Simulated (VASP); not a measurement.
Set up this calculation in VASP 6.6.1, as the native input.

```
Task                   : relaxation of cell and atoms
Functional             : LDA
Potentials or basis    : VASP PAW LDA potentials, release 64 (Ta_pv)
Cutoff                 : 600 eV
k mesh                 : 17 × 17 × 17
Occupations            : fermi-dirac, width 0.05 eV
Spin                   : non-collinear spin, zero start, spin-orbit coupling
Starting moments       : [[0.0, 0.0, 0.0]] μB
Dipole correction      : no
Further INCAR settings : ALGO = Normal; EDIFF = 1e-06; IBRION = 2; EDIFFG = -0.005; NSW = 60; ISIF = 3
```

The structure of Ta lies in POSCAR:

```
Ta
1.0
    0.0000000000      2.0507433354      2.0507433354
    2.0507433354      0.0000000000      2.0507433354
    2.0507433354      2.0507433354      0.0000000000
Ta
1
Direct
    0.0000000000      0.0000000000      0.0000000000
```

This isn't the form of Ta at room conditions, which is bcc.

These files were run (other wordings do the same):

INCAR

```
SYSTEM = Ta
PREC = Accurate
ENCUT = 600
EDIFF = 1E-6
ISMEAR = -1
SIGMA = 0.05
LREAL = .FALSE.
LASPH = .TRUE.
NELM = 150
ALGO = Normal
ISIF = 3
LWAVE = .FALSE.
LCHARG = .FALSE.
MAGMOM = 0 0 0
LORBIT = 11
LSORBIT = .TRUE.
GGA_COMPAT = .FALSE.
LORBMOM = .TRUE.
LMAXMIX = 4
GGA = CA
IBRION = 2
NSW = 60
EDIFFG = -0.005
```

KPOINTS

```
Automatic mesh
0
G
  17 17 17
  0 0 0
```

Potentials or basis: VASP PAW LDA potentials, release 64 (Ta_pv).

Command:

```bash
$ cat potpaw_LDA.64/Ta_pv/POTCAR > POTCAR
$ mpirun -np 1 vasp_ncl > vasp.out
```

Results of the run:

The relaxed volume is 17.78 Å³/atom. The relaxed cell is a = 2.930 Å, b = 2.930 Å, c = 2.930 Å, α = 60.00°, β = 60.00°, γ = 60.00°, the space group after relaxing (to 0.1 Å) is Fm-3m (No. 225) and the energy gained by relaxing is 10.8 meV/atom. The ionic steps are 4 and the pressure after relaxing is 0.0 GPa. The net moment is 0.00 μB per cell and the valence electrons inside the program's atomic spheres are Ta 8.97.

It took 6 min on 1 thread of Intel Xeon 8259CL (shared host), peak memory 0.25 GiB.
